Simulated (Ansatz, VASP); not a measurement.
# One calculation of Ta, two programs

The input INCAR:

```
AGGAC    = 1.0          
AGGAX    = 1.0          
ALDAC    = 0.0          
ALDAX    = 1.0          
ALGO     = Normal         # electronic algorithm
EDIFF    = 1E-6           # SCF threshold, eV
ENCUT    = 520            # plane-wave cutoff, eV
GGA      = B5             # functional
ISIF     = 2              # what is computed and relaxed
ISMEAR   = -1             # smearing method
LASPH    = True           # aspherical terms in the spheres
LCHARG   = False          # write CHGCAR
LREAL    = False          # projectors in reciprocal space
LWAVE    = False          # write WAVECAR
NBANDS   = 12             # bands
NELM     = 100            # most SCF steps
PREC     = Accurate       # precision mode
SIGMA    = 0.1            # smearing width, eV
```

KPOINTS

```
k-points
0
Gamma
  14 14 14
```

File POSCAR:

```
Ta
1.0
    0.0000000000      2.1605178760      2.1605178760
    2.1605178760      0.0000000000      2.1605178760
    2.1605178760      2.1605178760      0.0000000000
Ta
1
Direct
    0.0000000000      0.0000000000      0.0000000000
```

Input for Ansatz:

```yaml
crystal:
  lattice:
    - [0.0, 2.160517876, 2.160517876]
    - [2.160517876, 0.0, 2.160517876]
    - [2.160517876, 2.160517876, 0.0]
  atoms:
    - { symbol: Ta, position: [0.0, 0.0, 0.0] }
hamiltonian:
  xc: blyp
  pseudopotentials:
    kind: paw
    azcp:
      Ta: "pseudopotentials/Ta.paw.azcp"
basis:
  ecutwfc: 420
  fft_grid_basis: typed
kpoints:
  mp_grid: { grid: [14, 14, 14], shift: [0, 0, 0] }
magnetization:
  spin_polarized: false
scf:
  occupations: { method: fermi_dirac, width: 0.1 }
  lower_state_search: "off"
output:
  stress: true
  write_density: true
  write_potential: true
  elf: true
  volumetric_format: npy
```

Alike in both runs: task single point; functional BLYP; k mesh 14 × 14 × 14; occupations fermi-dirac, width 0.1 eV; no spin polarisation.

|  | VASP | Ansatz |
| --- | --- | --- |
| version | VASP 6.6.1 | Ansatz 0.2.0 |
| potentials or method | VASP PAW PBE potentials, release 64 (Ta_pv), cutoff 520 eV | plane waves (420 eV) with PAW, scalar-relativistic |
| valence electrons in the cell | 11 | 13 |

Ansatz gave:

```
pressure (GPa) : -6.3
```

Task: Which values does VASP return?

Result: Pressure (GPa): -5.6.

VASP's potentials were made for PBE, not for BLYP. The functional is the same, so the differences come from potentials, cutoffs and numerics. VASP's potentials hold 11 valence electrons a cell and Ansatz's 13, so a difference there can come from the potentials and not from the codes.

Neither program's run includes spin-orbit coupling.
